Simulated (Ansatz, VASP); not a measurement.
# Two plane-wave programs on HfC

```
CELL_PARAMETERS angstrom
0.00000 2.32567 2.32567
2.32567 0.00000 2.32567
2.32567 2.32567 0.00000
ATOMIC_POSITIONS crystal
Hf 0.50000 0.50000 0.50000
C 0.00000 0.00000 0.00000
```

Alike in both runs: functional PBE; k mesh 20 × 20 × 20; occupations gaussian, width 0.1 eV; no spin polarisation.

Ansatz relaxed the structure, and its values are those at the end. VASP's run is a single point on that final structure, the one shown.

```csv
,VASP,Ansatz
version,VASP 6.6.1,Ansatz 0.2.0
potentials or method,"VASP PAW PBE potentials, release 64 (Hf_pv, C), cutoff 520 eV","scalar-relativistic, plane waves, PAW"
valence electrons in the cell,14,30
```

```csv
,VASP,Ansatz,Ansatz less VASP
gap on the k mesh at the Fermi level (eV),none,none,-
pressure (GPa),-0.7,0.0,+0.67
```

A gap of «none» marks a metal or a gap that the smearing closes. The functional is the same, so the differences come from potentials, cutoffs and numerics. VASP's potentials hold 14 valence electrons a cell and Ansatz's 30, so a difference there can come from the potentials and not from the codes.

Spin-orbit coupling is off throughout.
